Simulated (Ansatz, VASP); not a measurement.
# Two plane-wave programs on TiTe2

```xyz
3
Lattice="0.0000 3.5540 3.5540 3.5540 0.0000 3.5540 3.5540 3.5540 0.0000" Properties=species:S:1:pos:R:3 pbc="T T T"
Ti    0.0000    0.0000    0.0000
Te    1.7770    1.7770    1.7770
Te    5.3310    5.3310    5.3310
```

Alike in both runs: task single point; functional PBE; k mesh 10 × 10 × 10; occupations gaussian, width 0.05 eV; no spin polarisation.

```csv
,VASP,Ansatz
version,VASP 6.6.1,Ansatz 0.2.0
potentials or method,"VASP PAW PBE potentials, release 64 (Ti_sv, Te), cutoff 520 eV","scalar-relativistic, plane waves, PAW"
valence electrons in the cell,24,44
```

VASP gave:

- gap on the k mesh at the Fermi level (eV): none
- pressure (GPa): -4.7

Problem. Estimate Ansatz's values.

Solution. gap on the k mesh at the Fermi level (eV): none; pressure (GPa): -4.8.

A gap of «none» marks a metal or a gap that the smearing closes. VASP's potentials hold 24 valence electrons a cell and Ansatz's 44, so a difference there can come from the potentials and not from the codes.

Spin-orbit coupling is off throughout.
